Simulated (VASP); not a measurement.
A run of VASP 6.6.1:

The input INCAR:

```
SYSTEM = Al4BSbP2
  PREC = Accurate
  ENCUT = 600
  EDIFF = 1E-6
  ISMEAR = 0
  SIGMA = 0.2
  LREAL = .FALSE.
  LASPH = .TRUE.
  NELM = 100
  ALGO = Normal
  ISIF = 3
  LWAVE = .FALSE.
  LCHARG = .FALSE.
  GGA = PE
  IBRION = 2
  NSW = 36
  EDIFFG = -0.08
```

The input KPOINTS:

```
Automatic mesh
0
G
  3 3 3
  0 0 0
```

File POSCAR:

```
Al4BSbP2
1.0
    5.3000000000      0.0000000000      0.0000000000
    0.0000000000      5.3000000000      0.0000000000
    0.0000000000      0.0000000000      5.3000000000
Al B Sb P
4 1 1 2
Direct
    0.2250000000      0.7750000000      0.7650000000
    0.7750000000      0.2250000000      0.7650000000
    0.7750000000      0.7750000000      0.2350000000
    0.2250000000      0.2250000000      0.2350000000
    0.0000000000      0.0000000000      0.0000000000
    0.5000000000      0.5000000000      0.0000000000
    0.0000000000      0.5000000000      0.5000000000
    0.5000000000      0.0000000000      0.5000000000
```

Potentials or basis: VASP PAW PBE potentials, release 64 (Al, B, Sb, P).

Launch:

```bash
$ cat potpaw_PBE.64/Al/POTCAR potpaw_PBE.64/B/POTCAR potpaw_PBE.64/Sb/POTCAR potpaw_PBE.64/P/POTCAR > POTCAR
$ mpirun -np 1 vasp_std > vasp.out
```

Hardware: 1 thread of Intel Xeon 8259CL, with other jobs on the host.

Problem. Estimate the wall time of this run.

Solution. Run time: 4.9 min on 1 thread of Intel Xeon 8259CL, with other jobs on the host, peak memory 0.28 GiB. Counts: scf iterations 95, k points 6, ion steps 12.
